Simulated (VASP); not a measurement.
# MgB2 (P6/mmm) in VASP: notebook

MgB2 is run at these levels: PBE+D3(BJ); tasks: single point, relaxation of cell and atoms.

Everything below comes from runs of VASP 6.6.1. Logs are shortened: lines on timing, memory, paths and dates and some standing lists are left out, and cuts for length are marked.

### 1 The cell of the first run

It takes space group P6/mmm (No. 191, hexagonal). Conventional cell: a = 3.048 Å, b = 3.048 Å, c = 3.469 Å, α = 90.00°, β = 90.00°, γ = 120.00°. Within 3.3 Å of Mg (site symmetry 6/mmm) lie 12 B at 2.47 Å and 6 Mg at 3.05 Å. B (site symmetry -6m2) has 3 B at 1.76 Å within 2.3 Å.

### 2 Single point, PBE+D3(BJ)

The input, INCAR:

```
ALGO     = Normal         # electronic algorithm
EDIFF    = 1E-6           # SCF threshold, eV
ENCUT    = 520            # plane-wave cutoff, eV
GGA      = PE             # functional
ISIF     = 2              # what is computed and relaxed
ISMEAR   = 0              # smearing method
IVDW     = 12             # dispersion correction
LASPH    = T              # aspherical terms in the spheres
LCHARG   = F              # write CHGCAR
LREAL    = F              # projectors in reciprocal space
LWAVE    = F              # write WAVECAR
NBANDS   = 11             # bands
NELM     = 60             # most SCF steps
PREC     = Accurate       # precision mode
SIGMA    = 0.1            # smearing width, eV
```

The input, KPOINTS:

```
k-points
0
Gamma
  18 18 14
```

The input, POSCAR:

```
MgB2
1.0
    3.0478350707      0.0000000000      0.0000000000
   -1.5239175354      2.6395025978      0.0000000000
    0.0000000000      0.0000000000      3.4685263834
Mg B
1 2
Direct
    0.0000000000      0.0000000000      0.0000000000
    0.6666666667      0.3333333333      0.5000000000
    0.3333333333      0.6666666667      0.5000000000
```

Potentials or basis: VASP PAW PBE potentials, release 64 (Mg, B).

Run with:

```bash
$ cat potpaw_PBE.64/Mg/POTCAR potpaw_PBE.64/B/POTCAR > POTCAR
$ mpirun -np 1 vasp_std > vasp.out
```

OUTCAR:

```text
EDIFF = 1E-6
   ENCUT = 520
   GGA = PE
   ISIF = 2
   ISMEAR = 0
   IVDW = 12
   LASPH = T
   LREAL = F
   NELM = 60
   PREC = Accurate
 IVDW          = 12

 ion  position               nearest neighbor table
   1  0.000  0.000  0.000-   2 2.47   3 2.47   2 2.47   3 2.47   2 2.47   2 2.47   3 2.47   3 2.47
                             2 2.47   2 2.47   3 2.47   3 2.47
   2  0.667  0.333  0.500-   3 1.76   3 1.76   3 1.76   1 2.47   1 2.47   1 2.47   1 2.47   1 2.47
                             1 2.47
   3  0.333  0.667  0.500-   2 1.76   2 1.76   2 1.76   1 2.47   1 2.47   1 2.47   1 2.47   1 2.47
                             1 2.47

  LATTYP: Found a hexagonal cell.
 ALAT       =     3.0478350707
 C/A-ratio  =     1.1380295531

  Lattice vectors:

 A1 = (   3.0478350707,   0.0000000000,   0.0000000000)
 A2 = (  -1.5239175354,   2.6395025978,   0.0000000000)
 A3 = (   0.0000000000,   0.0000000000,   3.4685263834)

Analysis of symmetry for initial positions (statically):
=====================================================================
 Subroutine PRICEL returns:
 Original cell was already a primitive cell.

 Routine SETGRP: Setting up the symmetry group for a
 hexagonal supercell.

 Subroutine GETGRP returns: Found 24 space group operations
 (whereof 24 operations were pure point group operations)
 out of a pool of 24 trial point group operations.

The static configuration has the point symmetry D_6h.

Analysis of symmetry for dynamics (positions and initial velocities):
=====================================================================
 Subroutine PRICEL returns:
 Original cell was already a primitive cell.

 Routine SETGRP: Setting up the symmetry group for a
 hexagonal supercell.

 Subroutine GETGRP returns: Found 24 space group operations
 (whereof 24 operations were pure point group operations)
 out of a pool of 24 trial point group operations.

The dynamic configuration has the point symmetry D_6h.

 Subroutine INISYM returns: Found 24 space group operations
 (whereof 24 operations are pure point group operations),
 and found     1 'primitive' translations

----------------------------------------------------------------------------------------

                                     Primitive cell

  volume of cell :      27.9035

  direct lattice vectors                    reciprocal lattice vectors
     3.047835071  0.000000000  0.000000000     0.328101743  0.189429630  0.000000000
    -1.523917535  2.639502598  0.000000000     0.000000000  0.378859260  0.000000000
     0.000000000  0.000000000  3.468526383     0.000000000  0.000000000  0.288306874
[... 99 lines left out ...]
   EMIN   =  10.00;   EMAX   =-10.00  energy-range for DOS
   EFERMI =   0.00;   METHOD = LEGACY
   ISMEAR =     0;   SIGMA  =   0.10  broadening in eV -4-tet -1-fermi 0-gaus
   EFERMI_NEDOS =   21; number of points for ismear=-14 and -15
   IALGO  =     38    algorithm
   IMIX   =      4    mixing-type and parameters
     AMIX     =   0.40;   BMIX     =  1.00
     AMIX_MAG =   1.60;   BMIX_MAG =  1.00
  volume/ion in A,a.u.               =       9.30        62.77
  Fermi-wavevector in a.u.,A,eV,Ry     =   1.079490  2.039940 15.854852  1.165299
  Thomas-Fermi vector in A             =   2.215456
   LORBIT       =      0    0 simple, 1 ext, 2 COOP (PROOUT), +10 PAW based schemes
   GGA     = PE    functional components
   LHFCALC =     F    Hartree Fock is set to
   AEXX    =    0.0000 exact exchange contribution
   IVDW    =    12    specifies the selected vdW correction
   LEPSILON=     F    determine dielectric tensor
   LRPA    =     F    only Hartree local field effects (RPA)
 non-spin polarized calculation
 Gauss-broadening in eV      SIGMA  =   0.10
  energy-cutoff  :      520.00
  volume of cell :       27.90
 maximum number of plane-waves:       769
 NGX is ok and might be reduce to    24
   NGX = 11   NGY = 11   NGZ = 13

 number of electron       8.0000000 magnetization

 Free energy of the ion-electron system (eV)
  ---------------------------------------------------
  ext. energy  EPLUGINS =         0.00000000
  ---------------------------------------------------
  free energy    TOTEN  =       -15.31187027 eV

  energy without entropy =      -15.30901124  energy(sigma->0) =      -15.31044076

 E-fermi :   5.5272     XC(G=0): -11.0693

 val. band max:        5.5207255426   @ k =   0.4444   0.0000   0.0000
 cond. band min:       5.5312997175   @ k =   0.4444   0.1111   0.2857
 fundamental gap:      0.0105741749
 Fermi energy:         5.5272337676

 k-point     1 :       0.0000    0.0000    0.0000
  band No.  band energies     occupation
      1      -7.1081      2.00000
      2       2.5671      2.00000
      3       5.9142      0.00000
      4       5.9142      0.00000
      5       7.3586      0.00000
      6      11.9821      0.00000
      7      11.9821      0.00000
      8      13.9970      0.00000
      9      15.8057      0.00000
     10      18.5963      0.00000
     11      22.0726      0.00000
[... 309 lines left out ...]
 k-point    24 :       0.3889    0.1111    0.0000
  band No.  band energies     occupation
      1      -3.5752      2.00000
      2      -1.6229      2.00000
      3       2.4541      2.00000
      4       5.6919      0.01986
      5       8.9833      0.00000
      6      10.2639      0.00000
      7      11.2581      0.00000
      8      13.4887      0.00000
      9      16.8153      0.00000
     10      18.7961      0.00000
     11      19.9345      0.00000

 [... further k-points ...]

------------------------ aborting loop because EDIFF is reached ----------------------------------------

 Edisp (eV)   -0.88196

 E8    (eV) :    -0.3412

  FORCE on cell =-STRESS in cart. coord.  units (eV):
  Direction    XX          YY          ZZ          XY          YZ          ZX
  --------------------------------------------------------------------------------------
  -------------------------------------------------------------------------------------
  Total      -0.03472    -0.03472    -0.07066     0.00000     0.00000     0.00000
  in kB      -1.99380    -1.99380    -4.05693     0.00000     0.00000     0.00000
  external pressure =       -2.68 kB  Pullay stress =        0.00 kB

 VOLUME and BASIS-vectors are now :
 -----------------------------------------------------------------------------
  energy-cutoff  :      520.00
  volume of cell :       27.90
      direct lattice vectors                 reciprocal lattice vectors
     3.047835071  0.000000000  0.000000000     0.328101743  0.189429630  0.000000000
    -1.523917535  2.639502598  0.000000000     0.000000000  0.378859260  0.000000000
     0.000000000  0.000000000  3.468526383     0.000000000  0.000000000  0.288306874

 POSITION                                       TOTAL-FORCE (eV/Angst)
 -----------------------------------------------------------------------------------
      0.00000      0.00000      0.00000        -0.000000      0.000000      0.000000
      1.52392      0.87983      1.73426         0.000000     -0.000000      0.000000
     -0.00000      1.75967      1.73426        -0.000000      0.000000      0.000000
 -----------------------------------------------------------------------------------
    total drift:                                0.000000     -0.000000      0.000000

  FREE ENERGIE OF THE ION-ELECTRON SYSTEM (eV)
  ---------------------------------------------------
  free  energy   TOTEN  =       -16.1938295958 eV

  energy  without entropy=      -16.1909705662  energy(sigma->0) =      -16.19240008
```

OSZICAR:

```text
N       E                     dE             d eps       ncg     rms          rms(c)
DAV:   1     0.432581488082E+01    0.43258E+01   -0.38357E+03  7088   0.615E+02
DAV:   2    -0.165134843640E+02   -0.20839E+02   -0.19678E+02  8323   0.108E+02
DAV:   3    -0.170537263718E+02   -0.54024E+00   -0.53855E+00  8565   0.143E+01
DAV:   4    -0.170549197883E+02   -0.11934E-02   -0.11933E-02  7557   0.734E-01
DAV:   5    -0.170549245459E+02   -0.47576E-05   -0.47572E-05  8130   0.483E-02    0.539E+00
DAV:   6    -0.155727913391E+02    0.14821E+01   -0.18140E+00  7398   0.635E+00    0.258E+00
DAV:   7    -0.153172833269E+02    0.25551E+00   -0.99273E-01  7684   0.467E+00    0.783E-01
DAV:   8    -0.153216131896E+02   -0.43299E-02   -0.10396E-01  7265   0.178E+00    0.389E-01
DAV:   9    -0.153120224936E+02    0.95907E-02   -0.21737E-02  7250   0.684E-01    0.720E-02
DAV:  10    -0.153118818254E+02    0.14067E-03   -0.15593E-03  7954   0.216E-01    0.262E-02
DAV:  11    -0.153118704642E+02    0.11361E-04   -0.83128E-05  7368   0.551E-02    0.338E-03
DAV:  12    -0.153118702745E+02    0.18972E-06   -0.32929E-06  7268   0.949E-03
   1 F= -.16193830E+02 E0= -.16192400E+02  d E =-.285903E-02
```

Run time: 87 s. Hardware: 1 thread of Intel Xeon 8259CL, shared host; peak memory 0.23 GiB.

Results:

```
Free energy                : -16.1938 eV
Pressure                   : -0.3 GPa
Band gap on the k mesh     : zero (bands 4 and 5 overlap by 3.93 eV)
Dispersion energy per atom : -0.294 eV
```

### 3 Relaxation of cell and atoms, PBE+D3(BJ)

This run uses another cell than the first one, of 9.53 Å³/atom.

The input, INCAR:

```
PREC     = Accurate       # precision mode
ENCUT    = 600            # plane-wave cutoff, eV
EDIFF    = 1E-7           # SCF threshold, eV
ISMEAR   = 0              # smearing method
SIGMA    = 0.1            # smearing width, eV
LREAL    = False          # projectors in reciprocal space
LASPH    = True           # aspherical terms in the spheres
NELM     = 100            # most SCF steps
ALGO     = Normal         # electronic algorithm
ISIF     = 3              # what is computed and relaxed
LWAVE    = False          # write WAVECAR
LCHARG   = False          # write CHGCAR
GGA      = PE             # functional
IVDW     = 12             # dispersion correction
IBRION   = 2              # ionic algorithm
NSW      = 100            # ionic steps
EDIFFG   = -0.01          # ionic threshold
```

The input, KPOINTS:

```
Automatic mesh
0
Gamma
  18 18 14
```

The input, POSCAR:

```
MgB2
1.0
    3.0627620200      0.0000000000      0.0000000000
   -1.5313810100      2.6524298200      0.0000000000
    0.0000000000      0.0000000000      3.5208704500
Mg B
1 2
Direct
    0.0000000000      0.0000000000      0.0000000000
    0.6666666900      0.3333333400      0.5000000000
    0.3333333400      0.6666666900      0.5000000000
```

Potentials or basis: VASP PAW PBE potentials, release 64 (Mg, B).

Run with:

```bash
$ cat potpaw_PBE.64/Mg/POTCAR potpaw_PBE.64/B/POTCAR > POTCAR
$ mpirun -np 1 vasp_std > vasp.out
```

OUTCAR:

```text
PREC = Accurate
   ENCUT = 600
   EDIFF = 1E-7
   ISMEAR = 0
   LREAL = False
   LASPH = True
   NELM = 100
   ISIF = 3
   GGA = PE
   IVDW = 12
   IBRION = 2
   NSW = 100
   EDIFFG = -0.01
 IVDW          = 12

 ion  position               nearest neighbor table
   1  0.000  0.000  0.000-   3 2.50   3 2.50   2 2.50   2 2.50   3 2.50   3 2.50   2 2.50   2 2.50
                             2 2.50   2 2.50   3 2.50   3 2.50
   2  0.667  0.333  0.500-   3 1.77   3 1.77   3 1.77   1 2.50   1 2.50   1 2.50   1 2.50   1 2.50
                             1 2.50
   3  0.333  0.667  0.500-   2 1.77   2 1.77   2 1.77   1 2.50   1 2.50   1 2.50   1 2.50   1 2.50
                             1 2.50

  LATTYP: Found a hexagonal cell.
 ALAT       =     3.0627620200
 C/A-ratio  =     1.1495736290

  Lattice vectors:

 A1 = (   3.0627620200,   0.0000000000,   0.0000000000)
 A2 = (  -1.5313810100,   2.6524298200,   0.0000000000)
 A3 = (   0.0000000000,   0.0000000000,   3.5208704500)

Analysis of symmetry for initial positions (statically):
=====================================================================
 Subroutine PRICEL returns:
 Original cell was already a primitive cell.

 Routine SETGRP: Setting up the symmetry group for a
 hexagonal supercell.

 Subroutine GETGRP returns: Found 24 space group operations
 (whereof 24 operations were pure point group operations)
 out of a pool of 24 trial point group operations.

The static configuration has the point symmetry D_6h.

Analysis of symmetry for dynamics (positions and initial velocities):
=====================================================================
 Subroutine PRICEL returns:
 Original cell was already a primitive cell.

 Routine SETGRP: Setting up the symmetry group for a
 hexagonal supercell.

 Subroutine GETGRP returns: Found 24 space group operations
 (whereof 24 operations were pure point group operations)
 out of a pool of 24 trial point group operations.

The dynamic configuration has the point symmetry D_6h.

 Subroutine INISYM returns: Found 24 space group operations
 (whereof 24 operations are pure point group operations),
[... 107 lines left out ...]
   TEBEG  =    0.0;   TEEND  =   0.0 temperature during run
   PSTRESS=    0.0 pullay stress
   NELECT =       8.0000    total number of electrons
   NUPDOWN=      -1.0000    fix difference up-down
   EMIN   =  10.00;   EMAX   =-10.00  energy-range for DOS
   EFERMI =   0.00;   METHOD = LEGACY
   ISMEAR =     0;   SIGMA  =   0.10  broadening in eV -4-tet -1-fermi 0-gaus
   EFERMI_NEDOS =   21; number of points for ismear=-14 and -15
   IALGO  =     38    algorithm
   IMIX   =      4    mixing-type and parameters
     AMIX     =   0.40;   BMIX     =  1.00
     AMIX_MAG =   1.60;   BMIX_MAG =  1.00
  volume/ion in A,a.u.               =       9.53        64.34
  Fermi-wavevector in a.u.,A,eV,Ry     =   1.070621  2.023180 15.595397  1.146229
  Thomas-Fermi vector in A             =   2.206337
   LORBIT       =      0    0 simple, 1 ext, 2 COOP (PROOUT), +10 PAW based schemes
   GGA     = PE    functional components
   LHFCALC =     F    Hartree Fock is set to
   AEXX    =    0.0000 exact exchange contribution
   IVDW    =    12    specifies the selected vdW correction
   LEPSILON=     F    determine dielectric tensor
   LRPA    =     F    only Hartree local field effects (RPA)
 conjugate gradient relaxation of ions
 non-spin polarized calculation
 Gauss-broadening in eV      SIGMA  =   0.10
  energy-cutoff  :      600.00
  volume of cell :       28.60
 maximum number of plane-waves:       972
   NGX = 13   NGY = 13   NGZ = 15

--------------------------------------- Ionic step        1  -------------------------------------------

 number of electron       8.0000000 magnetization

 Free energy of the ion-electron system (eV)
  ---------------------------------------------------
  ext. energy  EPLUGINS =         0.00000000
  ---------------------------------------------------
  free energy    TOTEN  =       -15.32636962 eV

  energy without entropy =      -15.32346788  energy(sigma->0) =      -15.32491875

------------------------ aborting loop because EDIFF is reached ----------------------------------------

 Edisp (eV)   -0.85988

 E8    (eV) :    -0.3326
[... 114 lines left out ...]
--------------------------------------- Ionic step        4  -------------------------------------------

 number of electron       8.0000000 magnetization

 Free energy of the ion-electron system (eV)
  ---------------------------------------------------
  ext. energy  EPLUGINS =         0.00000000
  ---------------------------------------------------
  free energy    TOTEN  =       -15.31240615 eV

  energy without entropy =      -15.30955079  energy(sigma->0) =      -15.31097847

 E-fermi :   5.5404     XC(G=0): -11.0774

 val. band max:        5.5358445696   @ k =   0.4444  -0.0000   0.0000
 cond. band min:       5.5455001343   @ k =   0.4444   0.1111   0.2857
 fundamental gap:      0.0096555647
 Fermi energy:         5.5404282368

 k-point     1 :       0.0000    0.0000    0.0000
  band No.  band energies     occupation
      1      -7.1061      2.00000
      2       2.5808      2.00000
      3       5.9265      0.00000
      4       5.9265      0.00000
      5       7.3840      0.00000
      6      12.0001      0.00000
      7      12.0001      0.00000
      8      14.0261      0.00000
[... 243 lines left out ...]
 k-point    24 :       0.3889    0.1111    0.0000
  band No.  band energies     occupation
      1      -3.5697      2.00000
      2      -1.6167      2.00000
      3       2.4629      2.00000
      4       5.7072      0.01834
      5       9.0032      0.00000
      6      10.2833      0.00000
      7      11.2848      0.00000
      8      13.5242      0.00000

 [... further k-points ...]

------------------------ aborting loop because EDIFF is reached ----------------------------------------

 Edisp (eV)   -0.88376

 E8    (eV) :    -0.3419
[... 26 lines left out ...]
  FREE ENERGIE OF THE ION-ELECTRON SYSTEM (eV)
  ---------------------------------------------------
  free  energy   TOTEN  =       -16.1961612899 eV

  energy  without entropy=      -16.1933059363  energy(sigma->0) =      -16.19473361

 reached required accuracy - stopping structural energy minimisation
```

CONTCAR:

```text
MgB2
   1.00000000000000
     3.0462160646918082   -0.0000000000000000   -0.0000000000000000
    -1.5231080323459041    2.6381006006614696   -0.0000000000000000
     0.0000000000000000    0.0000000000000000    3.4653290417868701
  Mg              B
     1     2
Direct
     0.0000000000000000    0.0000000000000000    0.0000000000000000
     0.6666666899999996    0.3333333400000029    0.5000000000000000
     0.3333333400000029    0.6666666899999996    0.5000000000000000

  0.00000000E+00  0.00000000E+00  0.00000000E+00
  0.00000000E+00  0.00000000E+00  0.00000000E+00
  0.00000000E+00  0.00000000E+00  0.00000000E+00
```

Run time: 3.2 min. Hardware: 1 thread of Intel Xeon 8259CL, shared host; peak memory 0.24 GiB.

Results:

```yaml
Free_energy: -16.1962 eV
Relaxed_volume: 9.28 Å³/atom
Relaxed_cell: a = 3.046 Å, b = 3.046 Å, c = 3.465 Å, α = 90.00°, β = 90.00°, γ = 120.00°
Space_group_after_relaxing_to_0.1_Å: P6/mmm (No. 191)
Energy_gained_by_relaxing: 3.3 meV/atom
Ionic_steps: 4
Pressure_after_relaxing: 0.0 GPa
Band_gap_on_the_k_mesh: zero (bands 4 and 5 overlap by 3.94 eV)
Dispersion_energy_per_atom: -0.295 eV
```

Step by step:
```tsv
step	energy change (eV)	largest force (eV/Å)	pressure (GPa)	volume (Å³)
1	0.0000	0.0000	-3.65	28.60
2	-0.0087	0.0000	1.08	27.71
3	-0.0091	0.0000	0.24	27.86
4	-0.0099	0.0000	0.03	27.85
```

Final structure:
```cif
data_structure
_symmetry_space_group_name_H-M 'P 1'
_symmetry_Int_Tables_number 1
_cell_length_a 3.0462
_cell_length_b 3.0462
_cell_length_c 3.4653
_cell_angle_alpha 90.000
_cell_angle_beta 90.000
_cell_angle_gamma 120.000
_cell_volume 27.85
loop_
_atom_site_label
_atom_site_type_symbol
_atom_site_fract_x
_atom_site_fract_y
_atom_site_fract_z
_atom_site_occupancy
Mg1 Mg 0.00000 0.00000 0.00000 1
B1 B 0.66667 0.33333 0.50000 1
B2 B 0.33333 0.66667 0.50000 1
```

Levels at points of the mesh, in eV from the Fermi level:
| k point | band 1 | band 2 | band 3 | band 4 | band 5 | band 6 | band 7 | band 8 |
| --- | --- | --- | --- | --- | --- | --- | --- | --- |
| (0.00, 0.00, 0.00) | -12.65 | -2.96 | 0.39 | 0.39 | 1.84 | 6.46 | 6.46 | 8.49 |
| (0.50, 0.00, 0.00) | -8.65 | -7.99 | -2.22 | 0.24 | 3.21 | 3.97 | 5.60 | 7.55 |
| (0.00, 0.00, 0.50) | -11.30 | -7.59 | 0.79 | 0.79 | 6.78 | 6.78 | 8.17 | 10.44 |
| (0.50, 0.00, 0.50) | -7.62 | -7.04 | -3.65 | -1.92 | -1.30 | 5.97 | 9.14 | 9.17 |
